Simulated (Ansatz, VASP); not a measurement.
## Two plane-wave programs on SrMg6Mo

The input INCAR:

```
ALGO = Fast
EDIFF = 1E-6
ENCUT = 520
GGA = PE
ISIF = 2
ISMEAR = -1
LASPH = True
LCHARG = False
LREAL = False
LWAVE = False
NBANDS = 28
NELM = 60
PREC = Accurate
SIGMA = 0.05
```

The input KPOINTS:

```
k-points
0
Gamma
  4 4 6
```

POSCAR

```
SrMg6Mo
1.0
    6.5598940000      0.0000000000      0.0000000000
    0.0000000000      6.5598940000      0.0000000000
    0.0000000000      0.0000000000      4.3608420000
Mo Sr Mg
1 1 6
Direct
    0.0000000000      0.0000000000      0.5000000000
    0.5000000000      0.5000000000      0.5000000000
    0.7837590000      0.7837590000      0.0000000000
    0.2162410000      0.2162410000      0.0000000000
    0.7837590000      0.2162410000      0.0000000000
    0.2162410000      0.7837590000      0.0000000000
    0.0000000000      0.5000000000      0.5000000000
    0.5000000000      0.0000000000      0.5000000000
```

File input.yaml:

```yaml
crystal:
  lattice:
    - [6.559894, 0.0, 0.0]
    - [0.0, 6.559894, 0.0]
    - [0.0, 0.0, 4.360842]
  atoms:
    - { symbol: Mo, position: [0.0, 0.0, 0.5] }
    - { symbol: Sr, position: [0.5, 0.5, 0.5] }
    - { symbol: Mg, position: [0.783759, 0.783759, 0.0] }
    - { symbol: Mg, position: [0.216241, 0.216241, 0.0] }
    - { symbol: Mg, position: [0.783759, 0.216241, 0.0] }
    - { symbol: Mg, position: [0.216241, 0.783759, 0.0] }
    - { symbol: Mg, position: [0.0, 0.5, 0.5] }
    - { symbol: Mg, position: [0.5, 0.0, 0.5] }
hamiltonian:
  xc: pbe
  pseudopotentials: { kind: paw }
kpoints:
  mp_grid: { grid: [4, 4, 6] }
scf:
  occupations: { method: fermi_dirac, width: 0.05 }
output:
  forces: true
  stress: true
  eigenvalues: true
```

Alike in both runs: task single point; functional PBE; k mesh 4 × 4 × 6; occupations fermi-dirac, width 0.05 eV; no spin polarisation.

|  | VASP | Ansatz |
| --- | --- | --- |
| version | VASP 6.6.1 | Ansatz 0.2.0 |
| potentials or method | VASP PAW PBE potentials, release 64 (Mo_sv, Sr_sv, Mg) | Ansatz PAW |
| plane-wave cutoff (eV) | 520 | 420 |
| valence electrons in the cell | 36 | 84 |

|  | VASP | Ansatz | Ansatz less VASP |
| --- | --- | --- | --- |
| gap on the k mesh at the Fermi level (eV) | none | none | - |
| pressure (GPa) | 0.0 | 0.1 | +0.05 |
| traceless stress, the component that is largest in VASP (GPa) | -0.54 | -0.55 | -0.008 |
| rms of the force components (eV/Å) | 0.051 | 0.051 | +0.0004 |

Atom by atom the forces differ by 0.000 eV/Å (rms over components). A gap of «none» marks a metal or a gap that the smearing closes. The functional is the same, so the differences come from potentials, cutoffs and numerics. VASP's potentials hold 36 valence electrons a cell and Ansatz's 84, so a difference there can come from the potentials and not from the codes.
